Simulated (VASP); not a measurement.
# Cu3O2 (I4/mmm) in VASP: further runs

The runs below take Cu3O2 through single point, with PBEsol, r2SCAN, RPBE.

Everything below comes from runs of VASP 6.6.1. Logs are shortened: lines on timing, memory, paths and dates and some standing lists are left out, and cuts for length are marked.

## 1. The cell of the first run

Symmetry: I4/mmm, No. 139, tetragonal system. The conventional cell has a = 3.970 Å, b = 3.970 Å, c = 7.261 Å, α = 90.00°, β = 90.00°, γ = 90.00°. Cu (site symmetry 4/mmm) has 4 O at 1.98 Å within 2.6 Å. Within 2.4 Å of Cu (site symmetry -4m2) lie 2 O at 1.82 Å. Within 2.4 Å of O (site symmetry mmm) lie 4 Cu at 1.82 to 1.98 Å.

## 2. Single point, PBEsol

Contents of INCAR:

```
PREC = Accurate ; ENCUT = 700
EDIFF = 1E-6 ; ISMEAR = -1
SIGMA = 0.05 ; LREAL = False
LASPH = True ; NELM = 120
ALGO = Normal ; ISIF = 2
LWAVE = False ; LCHARG = False
GGA = PS ; NBANDS = 42
GGA_COMPAT = False
```

Contents of KPOINTS:

```
regular mesh
0
Gamma
  9 9 9
```

Contents of POSCAR:

```
Cu3O2
1.0
   -1.9847820485      1.9847820485      3.6307132053
    1.9847820485     -1.9847820485      3.6307132053
    1.9847820485      1.9847820485     -3.6307132053
Cu O
3 2
Direct
    0.0000000000      0.0000000000      0.0000000000
    0.7500000000      0.2500000000      0.5000000000
    0.2500000000      0.7500000000      0.5000000000
    0.5000000000      0.0000000000      0.5000000000
    0.0000000000      0.5000000000      0.5000000000
```

Potentials or basis: VASP PAW PBE potentials, release 64 (Cu_sv_GW, O).

On the command line:

```
> cat potpaw_PBE.64/Cu_sv_GW/POTCAR potpaw_PBE.64/O/POTCAR > POTCAR
> mpirun -np 1 vasp_std > vasp.out
```

OUTCAR:

```text
PREC = Accurate
   ENCUT = 700
   EDIFF = 1E-6
   ISMEAR = -1
   LREAL = False
   LASPH = True
   NELM = 120
   ISIF = 2
   GGA = PS

 ion  position               nearest neighbor table
   1  0.000  0.000  0.000-   4 1.98   5 1.98   5 1.98   4 1.98
   2  0.750  0.250  0.500-   4 1.82   5 1.82
   3  0.250  0.750  0.500-   4 1.82   5 1.82
   4  0.500  0.000  0.500-   2 1.82   3 1.82   1 1.98   1 1.98
   5  0.000  0.500  0.500-   2 1.82   3 1.82   1 1.98   1 1.98

  LATTYP: Found a body centered tetragonal cell.
 ALAT       =     3.9695640970
 C/A-ratio  =     1.8292755157

  Lattice vectors:

 A1 = (  -1.9847820485,   1.9847820485,   3.6307132053)
 A2 = (   1.9847820485,  -1.9847820485,   3.6307132053)
 A3 = (   1.9847820485,   1.9847820485,  -3.6307132053)

Analysis of symmetry for initial positions (statically):
=====================================================================
 Subroutine PRICEL returns:
 Original cell was already a primitive cell.

 Routine SETGRP: Setting up the symmetry group for a
 body centered tetragonal supercell.

 Subroutine GETGRP returns: Found 16 space group operations
 (whereof 16 operations were pure point group operations)
 out of a pool of 16 trial point group operations.

The static configuration has the point symmetry D_4h.

Analysis of symmetry for dynamics (positions and initial velocities):
=====================================================================
 Subroutine PRICEL returns:
 Original cell was already a primitive cell.

 Routine SETGRP: Setting up the symmetry group for a
 body centered tetragonal supercell.

 Subroutine GETGRP returns: Found 16 space group operations
 (whereof 16 operations were pure point group operations)
 out of a pool of 16 trial point group operations.

The dynamic configuration has the point symmetry D_4h.

 Subroutine INISYM returns: Found 16 space group operations
 (whereof 16 operations are pure point group operations),
 and found     1 'primitive' translations

----------------------------------------------------------------------------------------

                                     Primitive cell

  volume of cell :      57.2107

  direct lattice vectors                    reciprocal lattice vectors
    -1.984782049  1.984782049  3.630713205     0.000000000  0.251916829  0.137713989
     1.984782049 -1.984782049  3.630713205     0.251916829  0.000000000  0.137713989
     1.984782049  1.984782049 -3.630713205     0.251916829  0.251916829  0.000000000

  length of vectors
     4.589204500  4.589204500  4.589204500     0.287101431  0.287101431  0.356264196

  position of ions in fractional coordinates (direct lattice)
     0.000000000  0.000000000  0.000000000
     0.750000000  0.250000000  0.500000000
     0.250000000  0.750000000  0.500000000
     0.500000000  0.000000000  0.500000000
     0.000000000  0.500000000  0.500000000

  ion indices of the primitive-cell ions
   primitive index   ion index
                 1           1
                 2           2
                 3           3
                 4           4
                 5           5

----------------------------------------------------------------------------------------

 KPOINTS: regular mesh

Automatic generation of k-mesh.
 Grid dimensions read from file:
 generate k-points for:    9    9    9

 Generating k-lattice:

  Cartesian coordinates                     Fractional coordinates (reciprocal lattice)
     0.000000000  0.027990759  0.015301554     0.111111111  0.000000000 -0.000000000
     0.027990759  0.000000000  0.015301554     0.000000000  0.111111111 -0.000000000
     0.027990759  0.027990759  0.000000000     0.000000000  0.000000000  0.111111111

  Length of vectors
     0.031900159  0.031900159  0.039584911

  Shift w.r.t. Gamma in fractional coordinates (k-lattice)
     0.000000000  0.000000000  0.000000000

 Subroutine IBZKPT returns following result:
 ===========================================

 Found     75 irreducible k-points:

 Following reciprocal coordinates:
            Coordinates               Weight
  0.000000  0.000000  0.000000      1.000000
  0.111111  0.000000 -0.000000      8.000000
  0.222222  0.000000 -0.000000      8.000000
  0.333333  0.000000  0.000000      8.000000
  0.444444  0.000000 -0.000000      8.000000
  0.111111  0.111111 -0.000000      8.000000
[... 16 lines left out ...]
 -0.333333  0.333333  0.000000      4.000000
  0.444444  0.444444 -0.000000      8.000000
 [... further k-points ...]
   k-points           NKPTS =     75   k-points in BZ     NKDIM =     75   number of bands    NBANDS=     42
   number of dos      NEDOS =    301   number of ions     NIONS =      5
   total plane-waves  NPLWV =  64000
   dimension x,y,z NGX =    40 NGY =   40 NGZ =   40
   dimension x,y,z NGXF=    80 NGYF=   80 NGZF=   80
   ions per type =               3   2
   NGX,Y,Z   is equivalent  to a cutoff of  14.49, 14.49, 14.49 a.u.
   NGXF,Y,Z  is equivalent  to a cutoff of  28.98, 28.98, 28.98 a.u.
 SYSTEM =  unknown system
   PREC   = accura    normal or accurate (medium, high low for compatibility)
   ISTART =      0    job   : 0-new  1-cont  2-samecut
   ICHARG =      2    charge: 1-file 2-atom 10-const
   ISPIN  =      1    spin polarized calculation?
   LNONCOLLINEAR =      F non collinear calculations
   LSORBIT =      F    spin-orbit coupling
   LASPH  =      T    aspherical Exc in radial PAW
   ENCUT  =  700.0 eV  51.45 Ry    7.17 a.u.   9.90  9.90  9.90*2*pi/ulx,y,z
   NELM   =    120;   NELMIN=  2; NELMDL= -5     # of ELM steps
   EDIFF  = 0.1E-05   stopping-criterion for ELM
   LREAL  =      F    real-space projection
   EDIFFG = 0.1E-04   stopping-criterion for IOM
   NSW    =      0    number of steps for IOM
   IBRION =     -1    ionic relax: 0-MD 1-quasi-New 2-CG
   NFREE  =      0    steps in history (QN), initial steepest desc. (CG)
   ISIF   =      2    stress and relaxation
   ISYM   =      2    0-nonsym 1-usesym 2-fastsym
   POTIM  = 0.5000    time-step for ionic-motion
   TEBEG  =    0.0;   TEEND  =   0.0 temperature during run
   PSTRESS=    0.0 pullay stress
   NELECT =      69.0000    total number of electrons
   NUPDOWN=      -1.0000    fix difference up-down
   EMIN   =  10.00;   EMAX   =-10.00  energy-range for DOS
   EFERMI =   0.00;   METHOD = LEGACY
   ISMEAR =    -1;   SIGMA  =   0.05  broadening in eV -4-tet -1-fermi 0-gaus
   EFERMI_NEDOS =   21; number of points for ismear=-14 and -15
   IALGO  =     38    algorithm
   IMIX   =      4    mixing-type and parameters
     AMIX     =   0.40;   BMIX     =  1.00
     AMIX_MAG =   1.60;   BMIX_MAG =  1.00
  volume/ion in A,a.u.               =      11.44        77.22
  Fermi-wavevector in a.u.,A,eV,Ry     =   1.742604  3.293044 41.316378  3.036668
  Thomas-Fermi vector in A             =   2.814837
   LORBIT       =      0    0 simple, 1 ext, 2 COOP (PROOUT), +10 PAW based schemes
   GGA     = PS    functional components
   LHFCALC =     F    Hartree Fock is set to
   AEXX    =    0.0000 exact exchange contribution
   IVDW    =     0    specifies the selected vdW correction
   LEPSILON=     F    determine dielectric tensor
   LRPA    =     F    only Hartree local field effects (RPA)
 non-spin polarized calculation
  energy-cutoff  :      700.00
  volume of cell :       57.21
 maximum number of plane-waves:      2431
   NGX = 19   NGY = 19   NGZ = 19

 number of electron      69.0000026 magnetization

 Free energy of the ion-electron system (eV)
  ---------------------------------------------------
  ext. energy  EPLUGINS =         0.00000000
  ---------------------------------------------------
  free energy    TOTEN  =       -25.24841188 eV

  energy without entropy =      -25.23283596  energy(sigma->0) =      -25.24062392

 E-fermi :   4.8022     XC(G=0): -12.0911

 val. band max:        4.7828479393   @ k =  -0.2222   0.2222   0.0000
 cond. band min:       4.8136502522   @ k =  -0.3333  -0.3333   0.1111
 fundamental gap:      0.0308023128
 Fermi energy:         4.8021869631

 k-point     1 :       0.0000    0.0000    0.0000
  band No.  band energies     occupation
      1    -107.5312      2.00000
      2    -107.1982      2.00000
      3    -107.1967      2.00000
      4     -65.0871      2.00000
      5     -65.0871      2.00000
      6     -65.0486      2.00000
[... 34 lines left out ...]
     41      15.7116      0.00000
     42      15.9421      0.00000

 k-point     2 :       0.1111    0.0000   -0.0000
  band No.  band energies     occupation
      1    -107.5308      2.00000
      2    -107.1980      2.00000
      3    -107.1960      2.00000
      4     -65.0868      2.00000
      5     -65.0867      2.00000
      6     -65.0480      2.00000
[... 34 lines left out ...]
     41      15.3253      0.00000
     42      16.6639      0.00000

 k-point     3 :       0.2222    0.0000   -0.0000
  band No.  band energies     occupation
      1    -107.5310      2.00000
      2    -107.1980      2.00000
      3    -107.1964      2.00000
      4     -65.0874      2.00000
      5     -65.0869      2.00000
      6     -65.0476      2.00000
[... 34 lines left out ...]
     41      15.4501      0.00000
     42      16.4359      0.00000

 k-point     4 :       0.3333    0.0000    0.0000
  band No.  band energies     occupation
      1    -107.5309      2.00000
      2    -107.1974      2.00000
      3    -107.1968      2.00000
      4     -65.0875      2.00000
      5     -65.0870      2.00000
      6     -65.0470      2.00000
[... 844 lines left out ...]
     41      15.3156      0.00000
     42      15.7366      0.00000

 k-point    23 :      -0.3333    0.3333    0.0000
  band No.  band energies     occupation
      1    -107.5308      2.00000
      2    -107.1971      2.00000
      3    -107.1969      2.00000
      4     -65.0882      2.00000
      5     -65.0865      2.00000
      6     -65.0468      2.00000
[... 34 lines left out ...]
     41      15.1687      0.00000
     42      15.4313      0.00000

 k-point    24 :       0.4444    0.4444   -0.0000
  band No.  band energies     occupation
      1    -107.5308      2.00000
      2    -107.1971      2.00000
      3    -107.1969      2.00000
      4     -65.0887      2.00000
      5     -65.0867      2.00000
      6     -65.0461      2.00000
[... 34 lines left out ...]
     41      15.5661      0.00000
     42      15.7452      0.00000

 [... further k-points ...]

------------------------ aborting loop because EDIFF is reached ----------------------------------------

  FORCE on cell =-STRESS in cart. coord.  units (eV):
  Direction    XX          YY          ZZ          XY          YZ          ZX
  --------------------------------------------------------------------------------------
  -------------------------------------------------------------------------------------
  Total       -1.0772434     -1.0772434     -1.0384160      0.0000000      0.0000000      0.0000000
  in kB      -30.1680212    -30.1680212    -29.0806661      0.0000000      0.0000000      0.0000000
  external PRESSURE =     -29.8055695 kB  Pullay stress =       0.0000000 kB

 VOLUME and BASIS-vectors are now :
 -----------------------------------------------------------------------------
  energy-cutoff  :      700.00
  volume of cell :       57.21
      direct lattice vectors                 reciprocal lattice vectors
    -1.984782049  1.984782049  3.630713205     0.000000000  0.251916829  0.137713989
     1.984782049 -1.984782049  3.630713205     0.251916829  0.000000000  0.137713989
     1.984782049  1.984782049 -3.630713205     0.251916829  0.251916829  0.000000000

 POSITION                                       TOTAL-FORCE (eV/Angst)
 -----------------------------------------------------------------------------------
      0.00000      0.00000      0.00000        -0.000000     -0.000000     -0.000000
     -0.00000      1.98478      1.81536        -0.000000     -0.000000     -0.000000
      1.98478     -0.00000      1.81536         0.000000      0.000000      0.000000
      0.00000      1.98478      0.00000        -0.000000     -0.000000     -0.000000
      1.98478      0.00000      0.00000        -0.000000     -0.000000     -0.000000
 -----------------------------------------------------------------------------------
    total drift:                                0.000000     -0.000000     -0.000000

  FREE ENERGIE OF THE ION-ELECTRON SYSTEM (eV)
  ---------------------------------------------------
  free  energy   TOTEN  =       -25.2484118782 eV

  energy  without entropy=      -25.2328359600  energy(sigma->0) =      -25.24062392
```

Wall time 4 min (1 thread of Intel Xeon 6975P-C (Granite Rapids), shared host); peak memory 0.4 GiB.

What came out:

* Free energy: -25.2484 eV
* Pressure: -3.0 GPa

Caveat: the PAW data sets were made with another functional, which shifts forces and pressure a little; an odd number of electrons without spin polarisation forces a metal; a magnetic or distorted state may lie lower.

## 3. Single point, r2SCAN

This run uses another cell than the first one, of 12.03 Å³/atom, 1.051 times its volume.

POSCAR: that of step 2 with these lines changed.

```diff
@@ -2,5 +2,5 @@
 1.0
-   -1.9847820485      1.9847820485      3.6307132053
-    1.9847820485     -1.9847820485      3.6307132053
-    1.9847820485      1.9847820485     -3.6307132053
+   -2.0229820000      2.0229820000      3.6736170000
+    2.0229820000     -2.0229820000      3.6736170000
+    2.0229820000      2.0229820000     -3.6736170000
 Cu O
```

Contents of INCAR.step1:

```
PREC = Accurate
ENCUT = 520
ISMEAR = 0
SIGMA = 0.05
LREAL = F
LASPH = T
NELM = 60
NBANDS = 30
GGA = PE
ALGO = Normal
EDIFF = 1E-4
LWAVE = T
LCHARG = F
```

Contents of INCAR.step2:

```
PREC = Accurate
ENCUT = 520
EDIFF = 1E-7
ISMEAR = 0
SIGMA = 0.05
LREAL = F
LASPH = T
NELM = 60
ALGO = Normal
ISIF = 2
LWAVE = F
LCHARG = F
METAGGA = R2SCAN
LMIXTAU = T
NBANDS = 30
ISTART = 1
```

Contents of KPOINTS:

```
Automatic mesh
0
Gamma
  8 8 8
```

Potentials or basis: VASP PAW PBE potentials, release 64 (Cu, O).

On the command line:

```
> cat potpaw_PBE.64/Cu/POTCAR potpaw_PBE.64/O/POTCAR > POTCAR
> cp INCAR.step1 INCAR
> mpirun -np 1 vasp_std > vasp.out
> cp INCAR.step2 INCAR
> mpirun -np 1 vasp_std > vasp.out
```

It took 5.5 min on 1 thread of Intel Xeon Platinum 8488C (Sapphire Rapids), shared host; peak memory 0.26 GiB.

The run converged. Its results:

- Free energy: -46.5302 eV
- Pressure: -3.7 GPa

Stress tensor (GPa, compression positive):
```
-3.22  0.00  0.00
 0.00 -3.22  0.00
 0.00  0.00 -4.68
```

Levels at points of the mesh, in eV from the Fermi level:
```csv
k point,band 21,band 22,band 23,band 24,band 25,band 26
"(0.00, 0.00, 0.00)",-0.87,-0.87,0.47,0.73,5.56,5.56
"(0.50, 0.00, 0.00)",-0.97,-0.69,-0.17,3.12,3.53,8.62
"(0.50, 0.50, 0.00)",-0.54,-0.21,0.81,1.36,3.93,4.04
"(0.50, 0.50, 0.50)",-1.20,-0.37,-0.37,3.77,4.98,6.75
```

Caveat: the PAW data sets were made with another functional, which shifts forces and pressure a little; an odd number of electrons without spin polarisation forces a metal; a magnetic or distorted state may lie lower. With open d or f shells a metallic result of r2SCAN can be an artefact of self-interaction; +U or a hybrid may open a gap.

## 4. Single point, RPBE

This run uses another cell than the first one, of 12.03 Å³/atom, 1.051 times its volume.

Contents of INCAR:

```
PREC = Accurate
ENCUT = 700
EDIFF = 1E-6
ISMEAR = -1
SIGMA = 0.05
LREAL = False
LASPH = True
NELM = 120
ALGO = Normal
ISIF = 2
LWAVE = False
LCHARG = True
GGA = RP
LELF = True
LVHAR = True
NBANDS = 42
GGA_COMPAT = False
```

Contents of KPOINTS:

```
Automatic mesh
0
Gamma
  9 9 9
```

POSCAR is that of step 3.

Potentials or basis: VASP PAW PBE potentials, release 64 (Cu_sv_GW, O).

On the command line:

```
> cat potpaw_PBE.64/Cu_sv_GW/POTCAR potpaw_PBE.64/O/POTCAR > POTCAR
> mpirun -np 1 vasp_std > vasp.out
```

It took 4 min on 1 thread of Intel Xeon 6975P-C (Granite Rapids), shared host; peak memory 0.42 GiB.

It converged, with:

```yaml
Free_energy: -20.7366 eV
Pressure: 2.3 GPa
```

Stress tensor (GPa, compression positive):
```
1.75 0.00 0.00
0.00 1.75 0.00
0.00 0.00 3.45
```

Levels at points of the mesh, in eV from the Fermi level:
```csv
k point,band 31,band 32,band 33,band 34,band 35,band 36,band 37,band 38,band 39,band 40
"(0.00, 0.00, 0.00)",-1.62,-1.46,-0.79,-0.79,0.41,0.48,5.17,5.17,7.00,7.22
```

Caveat: the PAW data sets were made with another functional, which shifts forces and pressure a little; an odd number of electrons without spin polarisation forces a metal; a magnetic or distorted state may lie lower.

## 5. Summary

| level | potentials or basis | cell | k mesh | cutoff (eV) | smearing | second run | gap on the mesh (eV) | pressure (GPa) |
| --- | --- | --- | --- | --- | --- | --- | --- | --- |
| PBEsol | VASP PAW PBE potentials, release 64 (Cu_sv_GW, O) | a = 4.589 Å, angles 128.7, 128.7, 75.4°, 5 atoms | 9 × 9 × 9 | 700 | fermi-dirac 0.05 eV | valence_matched | none | -3.0 |
| r2SCAN | VASP PAW PBE potentials, release 64 (Cu, O) | a = 4.656 Å, angles 128.5, 128.5, 75.8°, 5 atoms | 8 × 8 × 8 | 520 | gaussian 0.05 eV | - | none | -3.7 |
| RPBE | VASP PAW PBE potentials, release 64 (Cu_sv_GW, O) | a = 4.656 Å, angles 128.5, 128.5, 75.8°, 5 atoms | 9 × 9 × 9 | 700 | fermi-dirac 0.05 eV | valence_matched | none | 2.3 |

Alike in all rows: task single point; no spin polarisation.

Caveats: the PAW data sets were made with another functional, which shifts forces and pressure a little; an odd number of electrons without spin polarisation forces a metal; a magnetic or distorted state may lie lower.

Total energies depend on the potentials used, so only differences within one code and one set of settings carry meaning.
